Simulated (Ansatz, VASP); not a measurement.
# Two plane-wave programs on Pt

```xyz
1
Lattice="-1.5604 1.5604 1.5604 1.5604 -1.5604 1.5604 1.5604 1.5604 -1.5604" Properties=species:S:1:pos:R:3 pbc="T T T"
Pt    0.0000    0.0000    0.0000
```

Alike in both runs: functional PBEsol; k mesh 18 × 18 × 18; occupations gaussian, width 0.1 eV; no spin polarisation.

Ansatz relaxed the structure, and its values are those at the end. VASP's run is a single point on that final structure, the one shown.

|  | VASP | Ansatz |
| --- | --- | --- |
| version | VASP 6.6.1 | Ansatz 0.2.0 |
| potentials or method | VASP PAW PBE potentials, release 64 (Pt), cutoff 500 eV | scalar-relativistic, plane waves, PAW |
| valence electrons in the cell | 10 | 18 |

Ansatz gave:

| Item | Value |
| --- | --- |
| gap on the k mesh at the Fermi level (eV) | none |
| pressure (GPa) | 0.0 |

**Question.** Estimate VASP's values.

**Answer.** gap on the k mesh at the Fermi level (eV): none; pressure (GPa): -0.4.

VASP's potentials were made for PBE, not for PBEsol, and Ansatz warns of the same on its side. A gap of «none» marks a metal or a gap that the smearing closes. The functional is the same, so the differences come from potentials, cutoffs and numerics. VASP's potentials hold 10 valence electrons a cell and Ansatz's 18, so a difference there can come from the potentials and not from the codes.

Spin-orbit coupling is off throughout.
